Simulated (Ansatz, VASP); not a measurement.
## Ba: VASP beside Ansatz

```
CELL_PARAMETERS angstrom
-2.51464 2.51464 2.50808
2.51464 -2.51464 2.50808
2.51464 2.51464 -2.50808
ATOMIC_POSITIONS crystal
Ba 0.00000 0.00000 0.00000
```

Alike in both runs: functional PBE; k mesh 12 × 12 × 12; occupations gaussian, width 0.1 eV; no spin polarisation.

Ansatz relaxed the structure, and its values are those at the end. VASP's run is a single point on that final structure, the one shown.

```csv
,VASP,Ansatz
version,VASP 6.6.1,Ansatz 0.2.0
potentials or method,"VASP PAW PBE potentials, release 64 (Ba_sv), cutoff 520 eV","scalar-relativistic, plane waves, PAW"
valence electrons in the cell,10,10
```

```tsv
	VASP	Ansatz	Ansatz less VASP
gap on the k mesh at the Fermi level (eV)	none	none	-
pressure (GPa)	0.0	0.0	-0.05
```

A gap of «none» marks a metal or a gap that the smearing closes. The functional is the same, so the differences come from potentials, cutoffs and numerics.

Neither program's run includes spin-orbit coupling.
